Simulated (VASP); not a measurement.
CdTe, 2 atoms in the cell. Symmetry: F-43m, No. 216, cubic system. Conventional cell: a = 6.410 Å, b = 6.410 Å, c = 6.410 Å, α = 90.00°, β = 90.00°, γ = 90.00°. Within 3.7 Å of Cd (site symmetry -43m) lie 4 Te at 2.78 Å. Te (site symmetry -43m) has 4 Cd at 2.78 Å within 3.7 Å. 

```yaml
Program: VASP 6.6.1
Task: electric field gradients
Functional: PBE
Potentials_or_basis: VASP PAW PBE potentials, release 64 (Cd, Te)
Cutoff: 520 eV
k_mesh: 10 × 10 × 10
Occupations: fermi-dirac, width 0.05 eV
Spin: no spin polarisation
Dipole_correction: no
Further_INCAR_settings: ALGO = Normal; EDIFF = 1e-08; NBANDS = 16
```

Potentials or basis: VASP PAW PBE potentials, release 64 (Cd, Te).

Command:

```sh
$ cat potpaw_PBE.64/Cd/POTCAR potpaw_PBE.64/Te/POTCAR > POTCAR
$ mpirun -np 1 vasp_std > vasp.out
```

Hardware: 1 thread of Intel(R) Xeon(R) Platinum 8488C (Sapphire Rapids), with other jobs on the host.

**Question.** How long does it take, and how much memory?

**Answer.** Run time: 59 s on 1 thread of Intel(R) Xeon(R) Platinum 8488C (Sapphire Rapids) (shared host), peak memory 0.23 GiB. Counts: scf iterations 17, k points 47.
